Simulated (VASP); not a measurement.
# Co2O (Pnnm) in VASP: a series of runs

Runs on Co2O. Level: r2SCAN. Tasks: single point.

All numbers are computed with VASP 6.6.1; they aren't measurements. Logs are shortened: lines on timing, memory, paths and dates and some standing lists are left out, and cuts for length are marked.

## Step 1: The cell of the first run

Symmetry: Pnnm, No. 58, orthorhombic system. The conventional cell has a = 4.272 Å, b = 4.529 Å, c = 2.806 Å, α = 90.00°, β = 90.00°, γ = 90.00°. Within 2.9 Å of Co (site symmetry m) lie 3 O at 1.85 to 1.91 Å and 12 Co at 2.58 to 2.81 Å. Within 2.5 Å of O (site symmetry 2/m) lie 6 Co at 1.85 to 1.91 Å.

## Step 2: Single point, r2SCAN

File POSCAR:

```
Co2O
1.0
    2.8058730000      0.0000000000      0.0000000000
    0.0000000000      4.5287290000      0.0000000000
    0.0000000000      0.0000000000      4.2717900000
Co O
4 2
Direct
    0.0000000000      0.3250000000      0.2610000000
    0.5000000000      0.1750000000      0.7610000000
    0.0000000000      0.6750000000      0.7390000000
    0.5000000000      0.8250000000      0.2390000000
    0.0000000000      0.0000000000      0.0000000000
    0.5000000000      0.5000000000      0.5000000000
```

File INCAR.step1:

```
SYSTEM = Co2O
  ALGO = Normal
  EDIFF = 1E-5
  ENCUT = 770
  GGA = PE
  GGA_COMPAT = .False.
  ISMEAR = -1
  LASPH = .True.
  LCHARG = .False.
  LREAL = .False.
  LWAVE = .True.
  NBANDS = 49
  NELM = 120
  PREC = Accurate
  SIGMA = 0.1
```

File INCAR.step2:

```
SYSTEM = Co2O
  ALGO = Normal
  EDIFF = 1E-6
  ENCUT = 770
  GGA_COMPAT = .False.
  ISIF = 2
  ISMEAR = -1
  ISTART = 1
  LASPH = .True.
  LCHARG = .True.
  LELF = .True.
  LMIXTAU = .True.
  LREAL = .False.
  LVHAR = .True.
  LWAVE = .False.
  METAGGA = R2SCAN
  NBANDS = 49
  NELM = 120
  PREC = Accurate
  SIGMA = 0.1
```

File KPOINTS:

```
k-points
0
Gamma
  6 4 4
  0 0 0
```

Potentials or basis: VASP PAW PBE potentials, release 64 (Co_sv, O).

On the command line:

```bash
$ cat potpaw_PBE.64/Co_sv/POTCAR potpaw_PBE.64/O/POTCAR > POTCAR
$ cp INCAR.step1 INCAR
$ mpirun -np 1 vasp_std > vasp.out
$ cp INCAR.step2 INCAR
$ mpirun -np 1 vasp_std > vasp.out
```

OUTCAR:

```text
SYSTEM = Co2O
   EDIFF = 1E-6
   ENCUT = 770
   ISIF = 2
   ISMEAR = -1
   ISTART = 1
   LASPH = .True.
   LREAL = .False.
   METAGGA = R2SCAN
   NELM = 120
   PREC = Accurate

 ion  position               nearest neighbor table
   1  0.000  0.325  0.261-   5 1.85   6 1.91   6 1.91
   2  0.500  0.175  0.761-   6 1.85   5 1.91   5 1.91
   3  0.000  0.675  0.739-   5 1.85   6 1.91   6 1.91
   4  0.500  0.825  0.239-   6 1.85   5 1.91   5 1.91
   5  0.000  0.000  0.000-   1 1.85   3 1.85   2 1.91   4 1.91   2 1.91   4 1.91
   6  0.500  0.500  0.500-   2 1.85   4 1.85   3 1.91   1 1.91   1 1.91   3 1.91

  LATTYP: Found a simple orthorhombic cell.
 ALAT       =     2.8058730000
 B/A-ratio  =     1.5224459553
 C/A-ratio  =     1.6140178119

  Lattice vectors:

 A1 = (  -2.8058730000,   0.0000000000,   0.0000000000)
 A2 = (   0.0000000000,   0.0000000000,   4.2717900000)
 A3 = (   0.0000000000,   4.5287290000,   0.0000000000)

Analysis of symmetry for initial positions (statically):
=====================================================================
 Subroutine PRICEL returns:
 Original cell was already a primitive cell.

 Routine SETGRP: Setting up the symmetry group for a
 simple orthorhombic supercell.

 Subroutine GETGRP returns: Found  8 space group operations
 (whereof  4 operations were pure point group operations)
 out of a pool of  8 trial point group operations.

The static configuration has the point symmetry C_2h.
 The point group associated with its full space group is D_2h.

Analysis of symmetry for dynamics (positions and initial velocities):
=====================================================================
 Subroutine PRICEL returns:
 Original cell was already a primitive cell.

 Routine SETGRP: Setting up the symmetry group for a
 simple orthorhombic supercell.

 Subroutine GETGRP returns: Found  8 space group operations
 (whereof  4 operations were pure point group operations)
 out of a pool of  8 trial point group operations.

The dynamic configuration has the point symmetry C_2h.
 The point group associated with its full space group is D_2h.

 Subroutine INISYM returns: Found  8 space group operations
 (whereof  4 operations are pure point group operations),
 and found     1 'primitive' translations

----------------------------------------------------------------------------------------

                                     Primitive cell

  volume of cell :      54.2818

  direct lattice vectors                    reciprocal lattice vectors
     2.805873000  0.000000000  0.000000000     0.356395318  0.000000000  0.000000000
     0.000000000  4.528729000  0.000000000     0.000000000  0.220812506  0.000000000
     0.000000000  0.000000000  4.271790000     0.000000000  0.000000000  0.234093904

  length of vectors
     2.805873000  4.528729000  4.271790000     0.356395318  0.220812506  0.234093904

  position of ions in fractional coordinates (direct lattice)
     0.000000000  0.325000000  0.261000000
     0.500000000  0.175000000  0.761000000
     0.000000000  0.675000000  0.739000000
     0.500000000  0.825000000  0.239000000
     0.000000000  0.000000000  0.000000000
     0.500000000  0.500000000  0.500000000

  ion indices of the primitive-cell ions
   primitive index   ion index
                 1           1
                 2           2
                 3           3
                 4           4
                 5           5
                 6           6

----------------------------------------------------------------------------------------

 KPOINTS: k-points

Automatic generation of k-mesh.
 Grid dimensions read from file:
 generate k-points for:    6    4    4

 Generating k-lattice:

  Cartesian coordinates                     Fractional coordinates (reciprocal lattice)
     0.059399220  0.000000000  0.000000000     0.166666667  0.000000000  0.000000000
     0.000000000  0.055203127  0.000000000     0.000000000  0.250000000  0.000000000
     0.000000000  0.000000000  0.058523476     0.000000000  0.000000000  0.250000000

  Length of vectors
     0.059399220  0.055203127  0.058523476

  Shift w.r.t. Gamma in fractional coordinates (k-lattice)
     0.000000000  0.000000000  0.000000000

 Subroutine IBZKPT returns following result:
 ===========================================

 Found     36 irreducible k-points:

 Following reciprocal coordinates:
            Coordinates               Weight
  0.000000  0.000000  0.000000      1.000000
  0.166667  0.000000  0.000000      2.000000
  0.333333  0.000000  0.000000      2.000000
  0.500000  0.000000  0.000000      1.000000
  0.000000  0.250000  0.000000      2.000000
  0.166667  0.250000  0.000000      4.000000
[... 16 lines left out ...]
  0.333333  0.500000  0.250000      4.000000
  0.500000  0.500000  0.250000      2.000000
 [... further k-points ...]
   k-points           NKPTS =     36   k-points in BZ     NKDIM =     36   number of bands    NBANDS=     49
   number of dos      NEDOS =    301   number of ions     NIONS =      6
   total plane-waves  NPLWV =  47040
   dimension x,y,z NGX =    28 NGY =   42 NGZ =   40
   dimension x,y,z NGXF=    56 NGYF=   84 NGZF=   80
   ions per type =               4   2
   NGX,Y,Z   is equivalent  to a cutoff of  16.59, 15.42, 15.57 a.u.
   NGXF,Y,Z  is equivalent  to a cutoff of  33.18, 30.84, 31.13 a.u.
 SYSTEM =  Co2O
   PREC   = accura    normal or accurate (medium, high low for compatibility)
   ISTART =      1    job   : 0-new  1-cont  2-samecut
   ICHARG =      0    charge: 1-file 2-atom 10-const
   ISPIN  =      1    spin polarized calculation?
   LNONCOLLINEAR =      F non collinear calculations
   LSORBIT =      F    spin-orbit coupling
   LASPH  =      T    aspherical Exc in radial PAW
   ENCUT  =  770.0 eV  56.59 Ry    7.52 a.u.   6.35 10.25  9.67*2*pi/ulx,y,z
   NELM   =    120;   NELMIN=  2; NELMDL=  0     # of ELM steps
   EDIFF  = 0.1E-05   stopping-criterion for ELM
   LREAL  =      F    real-space projection
   EDIFFG = 0.1E-04   stopping-criterion for IOM
   NSW    =      0    number of steps for IOM
   IBRION =     -1    ionic relax: 0-MD 1-quasi-New 2-CG
   NFREE  =      0    steps in history (QN), initial steepest desc. (CG)
   ISIF   =      2    stress and relaxation
   ISYM   =      2    0-nonsym 1-usesym 2-fastsym
   POTIM  = 0.5000    time-step for ionic-motion
   TEBEG  =    0.0;   TEEND  =   0.0 temperature during run
   PSTRESS=    0.0 pullay stress
   NELECT =      80.0000    total number of electrons
   NUPDOWN=      -1.0000    fix difference up-down
   EMIN   =  10.00;   EMAX   =-10.00  energy-range for DOS
   EFERMI =   0.00;   METHOD = LEGACY
   ISMEAR =    -1;   SIGMA  =   0.10  broadening in eV -4-tet -1-fermi 0-gaus
   EFERMI_NEDOS =   21; number of points for ismear=-14 and -15
   IALGO  =     38    algorithm
   IMIX   =      4    mixing-type and parameters
     AMIX     =   0.40;   BMIX     =  1.00
     AMIX_MAG =   1.60;   BMIX_MAG =  1.00
  volume/ion in A,a.u.               =       9.05        61.05
  Fermi-wavevector in a.u.,A,eV,Ry     =   1.863031  3.520618 47.224250  3.470884
  Thomas-Fermi vector in A             =   2.910475
   LORBIT       =      0    0 simple, 1 ext, 2 COOP (PROOUT), +10 PAW based schemes
   METAGGA = R2SCAN    functional components
   LHFCALC =     F    Hartree Fock is set to
   AEXX    =    0.0000 exact exchange contribution
   IVDW    =     0    specifies the selected vdW correction
   LEPSILON=     F    determine dielectric tensor
   LRPA    =     F    only Hartree local field effects (RPA)
 non-spin polarized calculation
  energy-cutoff  :      770.00
  volume of cell :       54.28
 maximum number of plane-waves:      2672
 NGX is ok and might be reduce to    28
   NGX = 13   NGY = 21   NGZ = 19

 number of electron      80.0000055 magnetization

 Free energy of the ion-electron system (eV)
  ---------------------------------------------------
  ext. energy  EPLUGINS =         0.00000000
  ---------------------------------------------------
  free energy    TOTEN  =       -64.07160974 eV

  energy without entropy =      -63.84199072  energy(sigma->0) =      -63.95680023

 E-fermi :  12.1227     XC(G=0): -14.7170

 val. band max:       12.1176925694   @ k =   0.3333   0.0000   0.0000
 cond. band min:      12.1391750445   @ k =   0.1667   0.0000   0.0000
 fundamental gap:      0.0214824750
 Fermi energy:        12.1227402431

 k-point     1 :       0.0000    0.0000    0.0000
  band No.  band energies     occupation
      1     -86.4266      2.00000
      2     -86.4018      2.00000
      3     -86.3999      2.00000
      4     -86.3930      2.00000
      5     -48.8063      2.00000
      6     -48.6708      2.00000
[... 41 lines left out ...]
     48      20.9624      0.00000
     49      20.9717      0.00000

 k-point     2 :       0.1667    0.0000    0.0000
  band No.  band energies     occupation
      1     -86.4234      2.00000
      2     -86.4007      2.00000
      3     -86.3991      2.00000
      4     -86.3943      2.00000
      5     -48.7939      2.00000
      6     -48.6673      2.00000
[... 41 lines left out ...]
     48      21.0234      0.00000
     49      21.4817      0.00000

 k-point     3 :       0.3333    0.0000    0.0000
  band No.  band energies     occupation
      1     -86.4153      2.00000
      2     -86.3985      2.00000
      3     -86.3985      2.00000
      4     -86.3975      2.00000
      5     -48.7612      2.00000
      6     -48.6805      2.00000
[... 41 lines left out ...]
     48      20.1579      0.00000
     49      21.0159      0.00000

 k-point     4 :       0.5000    0.0000    0.0000
  band No.  band energies     occupation
      1     -86.4059      2.00000
      2     -86.4059      2.00000
      3     -86.3970      2.00000
      4     -86.3970      2.00000
      5     -48.7192      2.00000
      6     -48.7192      2.00000
[... 977 lines left out ...]
     48      17.7547      0.00000
     49      22.8926      0.00000

 k-point    23 :       0.3333    0.5000    0.2500
  band No.  band energies     occupation
      1     -86.4070      2.00000
      2     -86.4070      2.00000
      3     -86.3978      2.00000
      4     -86.3978      2.00000
      5     -48.7288      2.00000
      6     -48.7288      2.00000
[... 41 lines left out ...]
     48      18.6787      0.00000
     49      20.4189      0.00000

 k-point    24 :       0.5000    0.5000    0.2500
  band No.  band energies     occupation
      1     -86.4048      2.00000
      2     -86.4048      2.00000
      3     -86.3981      2.00000
      4     -86.3981      2.00000
      5     -48.7264      2.00000
      6     -48.7264      2.00000
[... 41 lines left out ...]
     48      18.0937      0.00000
     49      20.4044      0.00000

 [... further k-points ...]

------------------------ aborting loop because EDIFF is reached ----------------------------------------

  FORCE on cell =-STRESS in cart. coord.  units (eV):
  Direction    XX          YY          ZZ          XY          YZ          ZX
  --------------------------------------------------------------------------------------
  -------------------------------------------------------------------------------------
  Total        2.4549270      6.9688195      3.2196142      0.0000000     -0.0000000      0.0000000
  in kB       72.4594328    205.6911268     95.0298795      0.0000000     -0.0000000      0.0000000
  external PRESSURE =     124.3934797 kB  Pullay stress =       0.0000000 kB

 VOLUME and BASIS-vectors are now :
 -----------------------------------------------------------------------------
  energy-cutoff  :      770.00
  volume of cell :       54.28
      direct lattice vectors                 reciprocal lattice vectors
     2.805873000  0.000000000  0.000000000     0.356395318  0.000000000  0.000000000
     0.000000000  4.528729000  0.000000000     0.000000000  0.220812506  0.000000000
     0.000000000  0.000000000  4.271790000     0.000000000  0.000000000  0.234093904

 POSITION                                       TOTAL-FORCE (eV/Angst)
 -----------------------------------------------------------------------------------
      0.00000      1.47184      1.11494         0.000000     -0.150903     -0.445414
      1.40294      0.79253      3.25083         0.000000      0.150903     -0.445414
      0.00000      3.05689      3.15685         0.000000      0.150903      0.445414
      1.40294      3.73620      1.02096         0.000000     -0.150903      0.445414
      0.00000      0.00000      0.00000         0.000000      0.000000      0.000000
      1.40294      2.26436      2.13590         0.000000      0.000000      0.000000
 -----------------------------------------------------------------------------------
    total drift:                                0.000000      0.000000      0.000000

  FREE ENERGIE OF THE ION-ELECTRON SYSTEM (eV)
  ---------------------------------------------------
  free  energy   TOTEN  =       -64.0716097423 eV

  energy  without entropy=      -63.8419907172  energy(sigma->0) =      -63.95680023
```

Run time: 10 min. Hardware: 1 thread of Intel Xeon Platinum 8259CL at 2.50GHz (Skylake/Cascade Lake), shared host; peak memory 0.29 GiB.

Results:

```yaml
Free_energy: -64.0716 eV
Pressure: 12.4 GPa
Largest_force: 0.470 eV/Å
Band_gap_on_the_k_mesh: zero (bands 40 and 41 overlap by 0.34 eV)
```

Forces in eV/Å, atoms in the order of the input:
```
Co   0.000 -0.151 -0.445
Co   0.000  0.151 -0.445
Co   0.000  0.151  0.445
Co   0.000 -0.151  0.445
O    0.000  0.000  0.000
O    0.000  0.000  0.000
```

Stress tensor (GPa, compression positive):
```
 7.25  0.00  0.00
 0.00 20.57  0.00
 0.00  0.00  9.50
```

Caveat: the k points lie up to 0.37 Å⁻¹ apart; the PAW data sets were made with another functional, which shifts forces and pressure a little; the run has no spin polarisation, though such a crystal can be magnetic. Spin polarisation is off, so any magnetic state and its effect on volume and gap are missing.

## Step 3: Single point, r2SCAN

POSCAR is that of step 2.

File INCAR.step1:

```
PREC = Accurate ; ENCUT = 770
ISMEAR = -1 ; SIGMA = 0.1
LREAL = False ; LASPH = True
NELM = 120 ; NBANDS = 49
GGA = PE ; ALGO = Normal
EDIFF = 1E-5 ; LWAVE = True
LCHARG = False ; GGA_COMPAT = False
```

File INCAR.step2:

```
PREC = Accurate ; ENCUT = 770
EDIFF = 1E-6 ; ISMEAR = -1
SIGMA = 0.1 ; LREAL = False
LASPH = True ; NELM = 120
ALGO = Normal ; ISIF = 2
LWAVE = False ; LCHARG = False
METAGGA = R2SCAN ; LMIXTAU = True
NBANDS = 49 ; ISTART = 1
GGA_COMPAT = False
```

File KPOINTS:

```
Automatic mesh
0
Gamma
  6 4 4
  0.5 0.5 0.5
```

Potentials or basis: VASP PAW PBE potentials, release 64 (Co_sv, O).

On the command line:

```bash
$ cat potpaw_PBE.64/Co_sv/POTCAR potpaw_PBE.64/O/POTCAR > POTCAR
$ cp INCAR.step1 INCAR
$ mpirun -np 1 vasp_std > vasp.out
$ cp INCAR.step2 INCAR
$ mpirun -np 1 vasp_std > vasp.out
```

Wall time 3.1 min (1 thread of Intel Xeon Platinum 8488C (Sapphire Rapids), shared host); peak memory 0.23 GiB.

It converged, with:

| Quantity | Value |
| --- | --- |
| Free energy | -64.0712 eV |
| Pressure | 12.4 GPa |
| Largest force | 0.507 eV/Å |
| Band gap on the k mesh | zero (bands 40 and 41 overlap by 0.07 eV) |

Forces on the atoms (eV/Å):
```
Co   0.000 -0.174 -0.476
Co   0.000  0.174 -0.476
Co   0.000  0.174  0.476
Co   0.000 -0.174  0.476
O    0.000  0.000  0.000
O    0.000  0.000  0.000
```

Stress tensor (GPa, compression positive):
```
 7.04  0.00  0.00
 0.00 20.55  0.00
 0.00  0.00  9.72
```

Levels at points of the mesh, in eV from the Fermi level:
```tsv
k point	band 36	band 37	band 38	band 39	band 40	band 41	band 42	band 43	band 44	band 45
(0.08, 0.12, 0.12)	-1.00	-0.85	-0.45	-0.41	-0.10	0.12	0.27	0.56	0.63	1.45
```

Caveat: the k points lie up to 0.37 Å⁻¹ apart; the PAW data sets were made with another functional, which shifts forces and pressure a little; the run has no spin polarisation, though such a crystal can be magnetic. Spin polarisation is off, so any magnetic state and its effect on volume and gap are missing.

(Part 1 of 2 ends here.)

The gap in the log of VASP goes by the Fermi energy; the results here count the filled bands.